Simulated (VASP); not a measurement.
Input of a VASP 6.6.1 run:

INCAR

```
PREC = Accurate
ENCUT = 520
EDIFF = 1E-7
ISMEAR = 0
SIGMA = 0.1
LREAL = F
LASPH = T
NELM = 60
ALGO = Normal
ISIF = 2
LWAVE = F
LCHARG = F
GGA = PE
NBANDS = 66
```

Contents of KPOINTS:

```
Automatic mesh
0
Gamma
  6 6 1
```

The input POSCAR:

```
In3SbAs2
1.0
    4.1653565900      0.0000000000      0.0000000000
   -2.0826782900      3.6073046200      0.0000000000
    0.0000000000      0.0000000000     20.5459859600
In Sb As
6 2 4
Direct
    0.6666666700      0.3333333300      0.1668627100
    0.6666666700      0.3333333300      0.5001960400
    0.6666666700      0.3333333300      0.8335293700
    0.3333333300      0.6666666700      0.0001960400
    0.3333333300      0.6666666700      0.3335293700
    0.3333333300      0.6666666700      0.6668627100
    0.6666666700      0.3333333300      0.2916372800
    0.3333333300      0.6666666700      0.7916372800
    0.6666666700      0.3333333300      0.6249706100
    0.6666666700      0.3333333300      0.9583039500
    0.3333333300      0.6666666700      0.1249706100
    0.3333333300      0.6666666700      0.4583039500
```

Potentials or basis: VASP PAW PBE potentials, release 64 (In_d, Sb, As).

Run with:

```sh
$ cat potpaw_PBE.64/In_d/POTCAR potpaw_PBE.64/Sb/POTCAR potpaw_PBE.64/As/POTCAR > POTCAR
$ mpirun -np 1 vasp_std > vasp.out
```

Question: Predict the band gap on the k mesh.

Answer: 0.24 eV, direct.

Question: Predict the largest force.

Answer: 1.631 eV/Å.

Forces on the atoms (eV/Å):
```
In   0.000  0.000 -1.527
In   0.000  0.000  0.085
In   0.000  0.000  1.631
In   0.000  0.000  0.085
In   0.000  0.000  1.631
In   0.000  0.000 -1.527
Sb   0.000  0.000  0.016
Sb   0.000  0.000  0.016
As   0.000  0.000 -0.230
As   0.000  0.000  0.024
As   0.000  0.000 -0.230
As   0.000  0.000  0.024
```

Caveat: spin-orbit coupling is left out, which moves the levels of the heavy elements; forces of over 1 eV/Å act on the atoms, so gaps and moduli don't describe the material at rest.
